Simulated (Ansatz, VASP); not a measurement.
## GaS in VASP and in Ansatz

```xyz
8
Lattice="3.6298 0.0000 0.0000 -1.8149 3.1435 0.0000 0.0000 0.0000 17.7795" Properties=species:S:1:pos:R:3 pbc="T T T"
Ga    0.0000    2.0957    5.6807
Ga    1.8149    1.0478   14.5704
Ga    1.8149    1.0478   12.0988
Ga    0.0000    2.0957    3.2091
S     0.0000    2.0957   15.6533
S     1.8149    1.0478    6.7636
S     1.8149    1.0478    2.1262
S     0.0000    2.0957   11.0159
```

Alike in both runs: task relaxation of cell and atoms; functional PBE; k mesh 9 × 9 × 2; occupations gaussian, width 0.02 eV; no spin polarisation.

|  | VASP | Ansatz |
| --- | --- | --- |
| version | VASP 6.6.1 | Ansatz 0.2.0 |
| potentials or method | VASP PAW PBE potentials, release 64 (Ga_d, S), cutoff 500 eV | scalar-relativistic, plane waves, PAW |
| valence electrons in the cell | 76 | 76 |

Ansatz gave:

| Property | Result |
| --- | --- |
| gap on the k mesh at the Fermi level, each at its own relaxed structure (eV) | 2.02 |
| relaxed volume (Å³/atom) | 25.36 |
| relaxed cell length with the largest relative difference (Å) | 3.630 |

Q: Which values does VASP return?

A: gap on the k mesh at the Fermi level, each at its own relaxed structure (eV): 2.03; relaxed volume (Å³/atom): 25.36; relaxed cell length with the largest relative difference (Å): 3.630.

Noted on VASP's run: the relaxation stopped at its first step, so nothing moved.
